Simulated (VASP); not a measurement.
Rh: single point with r2SCAN

The system is Rh.

```
Rh
1.0
     3.90727    0.00000    0.00000
     0.00000    3.90727    0.00000
    -1.95364    0.00000    1.83752
Rh
2
Direct
  0.00000 0.00000 0.00000
  0.50000 0.50000 0.00000
```

| Property | Result |
| --- | --- |
| Program | VASP 6.6.1 |
| Task | single point |
| Functional | r2SCAN |
| Potentials or basis | VASP PAW PBE potentials, release 64 (Rh_pv) |
| Cutoff | 520 eV |
| k mesh | 9 × 9 × 18 |
| Occupations | gaussian, width 0.1 eV |
| Spin | no spin polarisation |

```yaml
Pressure: -4.3 GPa
Band_gap_on_the_k_mesh: zero (bands 15 and 16 overlap by 2.27 eV)
```

Stress tensor (GPa, compression positive):
```
-8.75  0.00  0.00
 0.00 -8.76  0.00
 0.00  0.00  4.54
```

Levels at points of the mesh, in eV from the Fermi level:
```csv
k point,band 13,band 14,band 15,band 16,band 17,band 18
"(0.00, 0.00, 0.00)",-1.44,-0.68,0.48,0.72,1.25,3.02
"(0.00, 0.00, 0.50)",0.72,1.05,1.05,1.25,3.02,4.40
```

Wall time 6.3 min on 1 thread of Intel(R) Xeon(R) 6975P-C (Granite Rapids), with other jobs on the host, peak memory 0.24 GiB.

Caveat: the stress differs along the axes, from -9 to 5 GPa; the PAW data sets were made with another functional, which shifts forces and pressure a little.
